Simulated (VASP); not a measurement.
Write the native input for VASP 6.6.1 that does the following.

```
Task                   : single point
Functional             : PBE
Potentials or basis    : VASP PAW PBE potentials, release 64 (Ba_sv, Al, N_h)
Cutoff                 : 910 eV
k mesh                 : 4 × 4 × 4
Occupations            : gaussian, width 0.1 eV
Spin                   : no spin polarisation
Dipole correction      : no
Further INCAR settings : ALGO = Normal; EDIFF = 1e-06; NBANDS = 33
```

The structure of Ba3AlN3 lies in POSCAR:

```
Ba3AlN3
1.0
    5.4832989200      0.0000000000      0.0000000000
    0.0000000000      5.4832989200      0.0000000000
    0.0000000000      0.0000000000      5.4832989200
Ba Al N
3 1 3
Direct
    0.5000000000      0.0000000000      0.0000000000
    0.0000000000      0.5000000000      0.0000000000
    0.0000000000      0.0000000000      0.5000000000
    0.0000000000      0.0000000000      0.0000000000
    0.5000000000      0.0000000000      0.5000000000
    0.5000000000      0.5000000000      0.0000000000
    0.0000000000      0.5000000000      0.5000000000
```

The cell was built from a structure type or drawn by symmetry, and may not be a known phase.

These files were run (other wordings do the same):

INCAR

```
  PREC = Accurate
  ENCUT = 910
  EDIFF = 1E-6
  ISMEAR = 0
  SIGMA = 0.1
  LREAL = F
  LASPH = T
  NELM = 120
  ALGO = Normal
  ISIF = 2
  LWAVE = F
  LCHARG = F
  GGA = PE
  NBANDS = 33
  GGA_COMPAT = F
```

KPOINTS

```
regular mesh
0
Gamma
  4 4 4
```

Potentials or basis: VASP PAW PBE potentials, release 64 (Ba_sv, Al, N_h).

Command:

```sh
$ cat potpaw_PBE.64/Ba_sv/POTCAR potpaw_PBE.64/Al/POTCAR potpaw_PBE.64/N_h/POTCAR > POTCAR
$ mpirun -np 1 vasp_std > vasp.out
```

It gave:

The pressure is 10.7 GPa and the band gap on the k mesh is zero (bands 24 and 25 overlap by 1.34 eV).

Caveat: the cutoff is under 1.25 times the usual one of these potentials, so pressure, stress and relaxed cells hold a basis-set (Pulay) error; the cell stands under pressure; spin-orbit coupling is left out, which moves the levels of the heavy elements.

It took 84 s on 1 thread of AMD EPYC 9R45 96-Core Processor (Zen 5), on a shared host, peak memory 0.4 GiB.
